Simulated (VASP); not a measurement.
Set up this calculation in VASP 6.6.1, as the native input.

* Task: single point
* Functional: PBE
* Potentials or basis: VASP PAW PBE potentials, release 64 (Sn_d)
* Cutoff: 520 eV
* k mesh: 6 × 6 × 6
* Occupations: gaussian, width 0.1 eV
* Spin: no spin polarisation
* Dipole correction: no
* Further INCAR settings: ALGO = Fast; EDIFF = 1e-06; NBANDS = 66

The structure of Sn lies in POSCAR:

```
Sn
1.0
    0.0000000000      7.5107370877      7.5107370877
    7.5107370877      0.0000000000      7.5107370877
    7.5107370877      7.5107370877      0.0000000000
Sn
8
Direct
    0.2859741869      0.5713419377      0.5713419377
    0.6786580623      0.6786580623      0.6786580623
    0.6786580623      0.6786580623      0.9640258131
    0.6786580623      0.9640258131      0.6786580623
    0.5713419377      0.2859741869      0.5713419377
    0.5713419377      0.5713419377      0.5713419377
    0.5713419377      0.5713419377      0.2859741869
    0.9640258131      0.6786580623      0.6786580623
```

The cell was generated, and may not be a known phase.

The input as run:

INCAR

```
  ALGO = Fast
  EDIFF = 1E-6
  ENCUT = 520
  GGA = PE
  ISIF = 2
  ISMEAR = 0
  LASPH = T
  LCHARG = F
  LREAL = F
  LWAVE = F
  NBANDS = 66
  NELM = 100
  PREC = Accurate
  SIGMA = 0.1
```

KPOINTS

```
k-points
0
Gamma
  6 6 6
```

Potentials or basis: VASP PAW PBE potentials, release 64 (Sn_d).

Command:

```sh
$ cat potpaw_PBE.64/Sn_d/POTCAR > POTCAR
$ mpirun -np 1 vasp_std > vasp.out
```

Results of the run:

The pressure is 0.0 GPa. The largest force is 0.012 eV/Å and the band gap on the k mesh is zero (bands 56 and 57 overlap by 0.47 eV).

Caveat: spin-orbit coupling is left out, which moves the levels of the heavy elements.

Run time: 18 min on 1 thread of Intel(R) Xeon(R) 6975P-C (Granite Rapids) (shared host), peak memory 1.3 GiB.
